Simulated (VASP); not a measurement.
B5C2, 7 atoms in the cell. The structure is cubic, space group F-43m (No. 216). The conventional cell has a = 6.244 Å, b = 6.244 Å, c = 6.244 Å, α = 90.00°, β = 90.00°, γ = 90.00°. B (site symmetry -43m) has 4 B at 1.63 Å within 2.2 Å. Within 2.2 Å of B (site symmetry 3m) lie 4 B at 1.63 to 1.75 Å. C (site symmetry -43m) has 18 B at 2.55 to 3.12 Å and 4 C at 2.70 Å within 3.4 Å. C (site symmetry -43m) has 16 B at 2.65 to 2.70 Å and 4 C at 2.70 Å within 3.5 Å. The cell was built from a structure type or drawn by symmetry, and may not be a known phase.

```yaml
Program: VASP 6.6.1
Task: single point
Functional: PBE
Potentials_or_basis: VASP PAW PBE potentials, release 64 (B, C)
Cutoff: 600 eV
k_mesh: 4 × 4 × 4
Occupations: gaussian, width 0.2 eV
Spin: no spin polarisation
Dipole_correction: no
Further_INCAR_settings: ALGO = Normal; EDIFF = 1e-06; NBANDS = 20
```

Potentials or basis: VASP PAW PBE potentials, release 64 (B, C).

Launch:

```bash
$ cat potpaw_PBE.64/B/POTCAR potpaw_PBE.64/C/POTCAR > POTCAR
$ mpirun -np 1 vasp_std > vasp.out
```

Hardware: 1 thread of Intel(R) Xeon(R) Platinum 8488C (Sapphire Rapids) (shared host).

Q: How long does it take, and how much memory?

A: It took 16 s on 1 thread of Intel(R) Xeon(R) Platinum 8488C (Sapphire Rapids), on a shared host, peak memory 0.19 GiB. Counts: scf iterations 15, k points 8.
